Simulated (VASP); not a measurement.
# HgTe (Coloradoite) (F-43m) in VASP: a series of runs

HgTe (Coloradoite) is run at these levels: LDA; tasks: single point.

All numbers are computed with VASP 6.6.1; they aren't measurements. Logs are shortened: lines on timing, memory, paths and dates and some standing lists are left out, and cuts for length are marked.

### 1 The cell of the first run

It takes space group F-43m (No. 216, cubic). Conventional cell: a = 6.429 Å, b = 6.429 Å, c = 6.429 Å, α = 90.00°, β = 90.00°, γ = 90.00°. Within 3.7 Å of Hg (site symmetry -43m) lie 4 Te at 2.78 Å. Te (site symmetry -43m) has 4 Hg at 2.78 Å within 3.7 Å.

### 2 Single point, LDA

INCAR

```
PREC = Accurate ; ENCUT = 500
EDIFF = 1E-6 ; ISMEAR = -1
SIGMA = 0.1 ; LREAL = False
LASPH = True ; NELM = 120
ALGO = Normal ; ISIF = 2
LWAVE = False ; LCHARG = False
GGA = CA ; NBANDS = 16
GGA_COMPAT = False
```

KPOINTS

```
regular mesh
0
Gamma
  6 6 6
```

POSCAR

```
HgTe
1.0
    4.5459890000      0.0000000000      0.0000000000
    2.2729945000      3.9369419593      0.0000000000
    2.2729945000      1.3123139864      3.7117844754
Hg Te
1 1
Direct
    0.0000000000      0.0000000000      0.0000000000
    0.2500000000      0.2500000000      0.2500000000
```

Potentials or basis: VASP PAW LDA potentials, release 64 (Hg, Te).

On the command line:

```sh
$ cat potpaw_LDA.64/Hg/POTCAR potpaw_LDA.64/Te/POTCAR > POTCAR
$ mpirun -np 1 vasp_std > vasp.out
```

OUTCAR:

```text
PREC = Accurate
   ENCUT = 500
   EDIFF = 1E-6
   ISMEAR = -1
   LREAL = False
   LASPH = True
   NELM = 120
   ISIF = 2
   GGA = CA

 ion  position               nearest neighbor table
   1  0.000  0.000  0.000-   2 2.78   2 2.78   2 2.78   2 2.78
   2  0.250  0.250  0.250-   1 2.78   1 2.78   1 2.78   1 2.78

  LATTYP: Found a face centered cubic cell.
 ALAT       =     6.4289992982

  Lattice vectors:

 A1 = (   4.5459890000,   0.0000000000,   0.0000000000)
 A2 = (   2.2729945000,   3.9369419593,   0.0000000000)
 A3 = (   2.2729945000,   1.3123139864,   3.7117844754)

Analysis of symmetry for initial positions (statically):
=====================================================================
 Subroutine PRICEL returns:
 Original cell was already a primitive cell.

 Routine SETGRP: Setting up the symmetry group for a
 face centered cubic supercell.

 Subroutine GETGRP returns: Found 24 space group operations
 (whereof 24 operations were pure point group operations)
 out of a pool of 48 trial point group operations.

The static configuration has the point symmetry T_d .

Analysis of symmetry for dynamics (positions and initial velocities):
=====================================================================
 Subroutine PRICEL returns:
 Original cell was already a primitive cell.

 Routine SETGRP: Setting up the symmetry group for a
 face centered cubic supercell.

 Subroutine GETGRP returns: Found 24 space group operations
 (whereof 24 operations were pure point group operations)
 out of a pool of 48 trial point group operations.

The dynamic configuration has the point symmetry T_d .

 Subroutine INISYM returns: Found 24 space group operations
 (whereof 24 operations are pure point group operations),
 and found     1 'primitive' translations

----------------------------------------------------------------------------------------

                                     Primitive cell

  volume of cell :      66.4309

  direct lattice vectors                    reciprocal lattice vectors
     4.545989000  0.000000000  0.000000000     0.219974135 -0.127002126 -0.089804065
     2.272994500  3.936941959  0.000000000     0.000000000  0.254004253 -0.089804065
     2.272994500  1.312313986  3.711784475     0.000000000  0.000000000  0.269412194

  length of vectors
     4.545989000  4.545989000  4.545989000     0.269412194  0.269412194  0.269412194

  position of ions in fractional coordinates (direct lattice)
     0.000000000  0.000000000  0.000000000
     0.250000000  0.250000000  0.250000000

  ion indices of the primitive-cell ions
   primitive index   ion index
                 1           1
                 2           2

----------------------------------------------------------------------------------------

 KPOINTS: regular mesh

Automatic generation of k-mesh.
 Grid dimensions read from file:
 generate k-points for:    6    6    6

 Generating k-lattice:

  Cartesian coordinates                     Fractional coordinates (reciprocal lattice)
     0.036662356 -0.021167021 -0.014967344     0.166666667 -0.000000000 -0.000000000
     0.000000000  0.042334042 -0.014967344     0.000000000  0.166666667  0.000000000
     0.000000000  0.000000000  0.044902032     0.000000000  0.000000000  0.166666667

  Length of vectors
     0.044902032  0.044902032  0.044902032

  Shift w.r.t. Gamma in fractional coordinates (k-lattice)
     0.000000000  0.000000000  0.000000000

 Subroutine IBZKPT returns following result:
 ===========================================

 Found     16 irreducible k-points:

 Following reciprocal coordinates:
            Coordinates               Weight
  0.000000  0.000000  0.000000      1.000000
  0.166667  0.000000  0.000000      8.000000
  0.333333  0.000000  0.000000      8.000000
  0.500000  0.000000  0.000000      4.000000
  0.166667  0.166667  0.000000      6.000000
  0.333333  0.166667  0.000000     24.000000
[... 8 lines left out ...]
 -0.333333  0.333333  0.166667     24.000000
 -0.333333  0.500000  0.166667     12.000000
   k-points           NKPTS =     16   k-points in BZ     NKDIM =     16   number of bands    NBANDS=     16
   number of dos      NEDOS =    301   number of ions     NIONS =      2
   total plane-waves  NPLWV =  46656
   dimension x,y,z NGX =    36 NGY =   36 NGZ =   36
   dimension x,y,z NGXF=    72 NGYF=   72 NGZF=   72
   ions per type =               1   1
   NGX,Y,Z   is equivalent  to a cutoff of  13.17, 13.17, 13.17 a.u.
   NGXF,Y,Z  is equivalent  to a cutoff of  26.33, 26.33, 26.33 a.u.
 SYSTEM =  unknown system
   PREC   = accura    normal or accurate (medium, high low for compatibility)
   ISTART =      0    job   : 0-new  1-cont  2-samecut
   ICHARG =      2    charge: 1-file 2-atom 10-const
   ISPIN  =      1    spin polarized calculation?
   LNONCOLLINEAR =      F non collinear calculations
   LSORBIT =      F    spin-orbit coupling
   LASPH  =      T    aspherical Exc in radial PAW
   ENCUT  =  500.0 eV  36.75 Ry    6.06 a.u.   8.29  8.29  8.29*2*pi/ulx,y,z
   NELM   =    120;   NELMIN=  2; NELMDL= -5     # of ELM steps
   EDIFF  = 0.1E-05   stopping-criterion for ELM
   LREAL  =      F    real-space projection
   EDIFFG = 0.1E-04   stopping-criterion for IOM
   NSW    =      0    number of steps for IOM
   IBRION =     -1    ionic relax: 0-MD 1-quasi-New 2-CG
   NFREE  =      0    steps in history (QN), initial steepest desc. (CG)
   ISIF   =      2    stress and relaxation
   ISYM   =      2    0-nonsym 1-usesym 2-fastsym
   POTIM  = 0.5000    time-step for ionic-motion
   TEBEG  =    0.0;   TEEND  =   0.0 temperature during run
   PSTRESS=    0.0 pullay stress
   NELECT =      18.0000    total number of electrons
   NUPDOWN=      -1.0000    fix difference up-down
   EMIN   =  10.00;   EMAX   =-10.00  energy-range for DOS
   EFERMI =   0.00;   METHOD = LEGACY
   ISMEAR =    -1;   SIGMA  =   0.10  broadening in eV -4-tet -1-fermi 0-gaus
   EFERMI_NEDOS =   21; number of points for ismear=-14 and -15
   IALGO  =     38    algorithm
   IMIX   =      4    mixing-type and parameters
     AMIX     =   0.40;   BMIX     =  1.00
     AMIX_MAG =   1.60;   BMIX_MAG =  1.00
  volume/ion in A,a.u.               =      33.22       224.15
  Fermi-wavevector in a.u.,A,eV,Ry     =   1.059357  2.001894 15.268961  1.122237
  Thomas-Fermi vector in A             =   2.194699
   LORBIT       =      0    0 simple, 1 ext, 2 COOP (PROOUT), +10 PAW based schemes
   GGA     = CA    functional components
   LHFCALC =     F    Hartree Fock is set to
   AEXX    =    0.0000 exact exchange contribution
   IVDW    =     0    specifies the selected vdW correction
   LEPSILON=     F    determine dielectric tensor
   LRPA    =     F    only Hartree local field effects (RPA)
 non-spin polarized calculation
  energy-cutoff  :      500.00
  volume of cell :       66.43
 maximum number of plane-waves:      1700
 NGX is ok and might be reduce to    36
   NGX = 17   NGY = 17   NGZ = 17

 number of electron      18.0000000 magnetization

 Free energy of the ion-electron system (eV)
  ---------------------------------------------------
  ext. energy  EPLUGINS =         0.00000000
  ---------------------------------------------------
  free energy    TOTEN  =        -5.02542688 eV

  energy without entropy =       -5.02196666  energy(sigma->0) =       -5.02369677

 E-fermi :   3.1918     XC(G=0):  -9.1698

 val. band max:        3.0848068053   @ k =   0.0000   0.0000   0.0000
 cond. band min:       3.6811320592   @ k =   0.5000   0.0000   0.0000
 fundamental gap:      0.5963252539
 Fermi energy:         3.1918089051

 k-point     1 :       0.0000    0.0000    0.0000
  band No.  band energies     occupation
      1      -9.0743      2.00000
      2      -4.3919      2.00000
      3      -4.3919      2.00000
      4      -4.3919      2.00000
      5      -3.8398      2.00000
      6      -3.8398      2.00000
[... 8 lines left out ...]
     15      12.6179      0.00000
     16      12.6179      0.00000

 k-point     2 :       0.1667    0.0000    0.0000
  band No.  band energies     occupation
      1      -8.9362      2.00000
      2      -4.3543      2.00000
      3      -4.3543      2.00000
      4      -4.3386      2.00000
      5      -3.8431      2.00000
      6      -3.8431      2.00000
[... 8 lines left out ...]
     15      11.5495      0.00000
     16      11.5495      0.00000

 k-point     3 :       0.3333    0.0000    0.0000
  band No.  band energies     occupation
      1      -8.6388      2.00000
      2      -4.2893      2.00000
      3      -4.2893      2.00000
      4      -4.0472      2.00000
      5      -3.8340      2.00000
      6      -3.8340      2.00000
[... 8 lines left out ...]
     15      11.8722      0.00000
     16      11.8722      0.00000

 k-point     4 :       0.5000    0.0000    0.0000
  band No.  band energies     occupation
      1      -8.4787      2.00000
      2      -4.2643      2.00000
      3      -4.2643      2.00000
      4      -3.8187      2.00000
      5      -3.8187      2.00000
      6      -3.5285      2.00000
[... 8 lines left out ...]
     15      13.0549      0.00000
     16      13.0549      0.00000

 k-point     5 :       0.1667    0.1667    0.0000
  band No.  band energies     occupation
      1      -8.8895      2.00000
      2      -4.3737      2.00000
      3      -4.3161      2.00000
      4      -4.3161      2.00000
      5      -3.8654      2.00000
      6      -3.8238      2.00000
[... 8 lines left out ...]
     15      11.4070      0.00000
     16      12.7490      0.00000

 k-point     6 :       0.3333    0.1667    0.0000
  band No.  band energies     occupation
      1      -8.6421      2.00000
      2      -4.3008      2.00000
      3      -4.2402      2.00000
      4      -4.1644      2.00000
      5      -3.8505      2.00000
      6      -3.8111      2.00000
[... 8 lines left out ...]
     15      12.3062      0.00000
     16      12.7286      0.00000

 k-point     7 :       0.5000    0.1667    0.0000
  band No.  band energies     occupation
      1      -8.4295      2.00000
      2      -4.2491      2.00000
      3      -4.2080      2.00000
      4      -3.9001      2.00000
      5      -3.8135      2.00000
      6      -3.5679      2.00000
[... 8 lines left out ...]
     15      12.6006      0.00000
     16      13.1857      0.00000

 k-point     8 :      -0.3333    0.1667   -0.0000
  band No.  band energies     occupation
      1      -8.4835      2.00000
      2      -4.2451      2.00000
      3      -4.2375      2.00000
      4      -3.8961      2.00000
      5      -3.8491      2.00000
      6      -3.7303      2.00000
[... 8 lines left out ...]
     15      11.7789      0.00000
     16      13.0734      0.00000

 k-point     9 :      -0.1667    0.1667   -0.0000
  band No.  band energies     occupation
      1      -8.7425      2.00000
      2      -4.3105      2.00000
      3      -4.2906      2.00000
      4      -4.2247      2.00000
      5      -3.8631      2.00000
      6      -3.8186      2.00000
[... 8 lines left out ...]
     15      11.8672      0.00000
     16      12.1082      0.00000

 k-point    10 :       0.3333    0.3333    0.0000
  band No.  band energies     occupation
      1      -8.4877      2.00000
      2      -4.2674      2.00000
      3      -4.1402      2.00000
      4      -4.1402      2.00000
      5      -3.8028      2.00000
      6      -3.7915      2.00000
[... 8 lines left out ...]
     15      13.0882      0.00000
     16      14.5702      0.00000

 k-point    11 :       0.5000    0.3333   -0.0000
  band No.  band energies     occupation
      1      -8.3252      2.00000
      2      -4.2114      2.00000
      3      -4.0924      2.00000
      4      -4.0305      2.00000
      5      -3.7941      2.00000
      6      -3.4999      2.00000
[... 8 lines left out ...]
     15      13.4398      0.00000
     16      14.3590      0.00000

 k-point    12 :      -0.3333    0.3333   -0.0000
  band No.  band energies     occupation
      1      -8.3246      2.00000
      2      -4.2096      2.00000
      3      -4.1373      2.00000
      4      -3.9058      2.00000
      5      -3.8328      2.00000
      6      -3.3939      2.00000
[... 8 lines left out ...]
     15      12.0502      0.00000
     16      14.7256      0.00000

 k-point    13 :       0.5000    0.5000   -0.0000
  band No.  band energies     occupation
      1      -8.2697      2.00000
      2      -4.2225      2.00000
      3      -4.0363      2.00000
      4      -4.0363      2.00000
      5      -3.7752      2.00000
      6      -3.3765      2.00000
[... 8 lines left out ...]
     15      13.3238      0.00000
     16      14.4358      0.00000

 k-point    14 :       0.5000    0.3333    0.1667
  band No.  band energies     occupation
      1      -8.4330      2.00000
      2      -4.2191      2.00000
      3      -4.1879      2.00000
      4      -4.0085      2.00000
      5      -3.8163      2.00000
      6      -3.6985      2.00000
[... 8 lines left out ...]
     15      13.2373      0.00000
     16      14.0284      0.00000

 k-point    15 :      -0.3333    0.3333    0.1667
  band No.  band energies     occupation
      1      -8.3246      2.00000
      2      -4.1936      2.00000
      3      -4.1536      2.00000
      4      -3.8948      2.00000
      5      -3.8533      2.00000
      6      -3.3671      2.00000
[... 8 lines left out ...]
     15      13.3051      0.00000
     16      14.0378      0.00000

 k-point    16 :      -0.3333    0.5000    0.1667
  band No.  band energies     occupation
      1      -8.2708      2.00000
      2      -4.1760      2.00000
      3      -4.0961      2.00000
      4      -3.9692      2.00000
      5      -3.8238      2.00000
      6      -3.2403      2.00000
[... 8 lines left out ...]
     15      13.9187      0.00000
     16      14.1892      0.00000

------------------------ aborting loop because EDIFF is reached ----------------------------------------

  FORCE on cell =-STRESS in cart. coord.  units (eV):
  Direction    XX          YY          ZZ          XY          YZ          ZX
  --------------------------------------------------------------------------------------
  -------------------------------------------------------------------------------------
  Total        0.1990002      0.1990002      0.1990002      0.0000000     -0.0000000      0.0000000
  in kB        4.7994765      4.7994765      4.7994765      0.0000000     -0.0000000      0.0000000
  external PRESSURE =       4.7994765 kB  Pullay stress =       0.0000000 kB

 VOLUME and BASIS-vectors are now :
 -----------------------------------------------------------------------------
  energy-cutoff  :      500.00
  volume of cell :       66.43
      direct lattice vectors                 reciprocal lattice vectors
     4.545989000  0.000000000  0.000000000     0.219974135 -0.127002126 -0.089804065
     2.272994500  3.936941959  0.000000000     0.000000000  0.254004253 -0.089804065
     2.272994500  1.312313986  3.711784475     0.000000000  0.000000000  0.269412194

 POSITION                                       TOTAL-FORCE (eV/Angst)
 -----------------------------------------------------------------------------------
      0.00000      0.00000      0.00000         0.000000      0.000000      0.000000
      2.27299      1.31231      0.92795        -0.000000     -0.000000     -0.000000
 -----------------------------------------------------------------------------------
    total drift:                                0.000000      0.000000      0.000000

  FREE ENERGIE OF THE ION-ELECTRON SYSTEM (eV)
  ---------------------------------------------------
  free  energy   TOTEN  =        -5.0254268785 eV

  energy  without entropy=       -5.0219666588  energy(sigma->0) =       -5.02369677
```

Run time: 18 s. Hardware: 1 thread of Intel Xeon Platinum 8259CL at 2.50GHz (Skylake/Cascade Lake), shared host; peak memory 0.17 GiB.

What came out:

```yaml
Free_energy: -5.0254 eV
Pressure: 0.5 GPa
Band_gap_on_the_k_mesh: zero (filled and empty bands touch)
```

Levels at points of the mesh, in eV from the Fermi level:
```tsv
k point	band 5	band 6	band 7	band 8	band 9	band 10	band 11	band 12	band 13	band 14
(0.00, 0.00, 0.00)	-7.03	-7.03	-0.94	-0.11	-0.11	-0.11	4.02	4.02	4.02	6.12
(0.50, 0.00, 0.00)	-7.01	-6.72	-5.77	-1.14	-1.14	0.49	4.83	4.83	6.52	7.64
(0.50, 0.50, 0.00)	-6.97	-6.57	-5.68	-2.47	-2.47	1.70	2.17	7.98	8.71	8.71
```

Caveat: spin-orbit coupling is left out, which moves the levels of the heavy elements.

### 3 Single point, LDA, non-collinear spin, zero start, spin-orbit coupling

INCAR

```
SYSTEM = HgTe
ALGO = Normal ; EDIFF = 1E-6
ENCUT = 500 ; GGA_COMPAT = .False.
ISIF = 2 ; ISMEAR = -1
LASPH = .True. ; LCHARG = .False.
LNONCOLLINEAR = .True. ; LORBIT = 11
LORBMOM = .True. ; LREAL = .False.
LSORBIT = .True. ; LWAVE = .False.
MAGMOM = 0 0 0 0 0 0 ; NBANDS = 30
NELM = 200 ; PREC = Accurate
SIGMA = 0.1
```

KPOINTS

```
k-points
0
Gamma
  6 6 6
  0 0 0
```

POSCAR is that of step 2.

Potentials or basis: VASP PAW LDA potentials, release 64 (Hg, Te).

On the command line:

```sh
$ cat potpaw_LDA.64/Hg/POTCAR potpaw_LDA.64/Te/POTCAR > POTCAR
$ mpirun -np 1 vasp_ncl > vasp.out
```

Run time: 1.9 min. Hardware: 1 thread of Intel Xeon Platinum 8259CL at 2.50GHz (Skylake/Cascade Lake), shared host; peak memory 0.31 GiB.

Results (log left out):

| Property | Result |
| --- | --- |
| Free energy | -5.4429 eV |
| Pressure | 0.2 GPa |
| Net moment | 0.00 μB per cell |
| Valence electrons inside the program's atomic spheres | Hg 10.56; Te 3.39 |

Moments on the atoms (μB; x, y, z):
```
Hg  0.00 0.00 0.00
Te  0.00 0.00 0.00
```
